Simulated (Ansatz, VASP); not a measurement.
Cd5S in VASP and in Ansatz

```
Cd S
1.0
     3.66701    0.00000    0.00000
    -1.83351    3.17573    0.00000
     0.00000    0.00000   12.21308
Cd S
5 1
Direct
  0.66667 0.33333 0.86216
  0.33333 0.66667 0.13784
  0.66667 0.33333 0.31732
  0.00000 0.00000 0.50000
  0.33333 0.66667 0.68268
  0.00000 0.00000 0.00000
```

Alike in both runs: functional PBE; k mesh 12 × 12 × 4; occupations gaussian, width 0.1 eV; no spin polarisation.

Ansatz relaxed the structure, and its values are those at the end. VASP's run is a single point on that final structure, the one shown.

```csv
,VASP,Ansatz
version,VASP 6.6.1,Ansatz 0.2.0
potentials or method,"VASP PAW PBE potentials, release 64 (Cd, S), cutoff 520 eV","scalar-relativistic, plane waves, PAW"
valence electrons in the cell,66,106
```

```csv
,VASP,Ansatz,Ansatz less VASP
gap on the k mesh at the Fermi level (eV),none,none,-
pressure (GPa),0.3,0.0,-0.27
rms of the force components (eV/Å),0.007,0.000,-0.0067
```

A gap of «none» marks a metal or a gap that the smearing closes. VASP's potentials hold 66 valence electrons a cell and Ansatz's 106, so a difference there can come from the potentials and not from the codes.
